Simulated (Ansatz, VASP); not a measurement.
# One calculation of Ge, two programs

```xyz
8
Lattice="5.3340 0.0000 0.0000 0.0000 5.3340 0.0000 0.0000 0.0000 5.3340" Properties=species:S:1:pos:R:3 pbc="T T T"
Ge    2.6670    2.6670    2.6670
Ge    0.0000    0.0000    0.0000
Ge    1.3335    0.0000    2.6670
Ge    2.6670    1.3335    0.0000
Ge    2.6670    4.0005    0.0000
Ge    4.0005    0.0000    2.6670
Ge    0.0000    2.6670    4.0005
Ge    0.0000    2.6670    1.3335
```

Alike in both runs: task relaxation of cell and atoms; functional PBEsol; k mesh 8 × 8 × 8; occupations gaussian, width 0.1 eV; no spin polarisation.

|  | VASP | Ansatz |
| --- | --- | --- |
| version | VASP 6.6.1 | Ansatz 0.2.0 |
| potentials or method | VASP PAW PBE potentials, release 64 (Ge_d), cutoff 600 eV | scalar-relativistic, plane waves, PAW |
| valence electrons in the cell | 112 | 112 |

Ansatz gave:

- gap on the k mesh at the Fermi level, each at its own relaxed structure (eV): none
- relaxed volume (Å³/atom): 18.84
- relaxed cell length with the largest relative difference (Å): 5.322

Q: Which values does VASP return?

A: gap on the k mesh at the Fermi level, each at its own relaxed structure (eV): none; relaxed volume (Å³/atom): 18.80; relaxed cell length with the largest relative difference (Å): 5.318.

VASP's potentials were made for PBE, not for PBEsol. A gap of «none» marks a metal or a gap that the smearing closes.
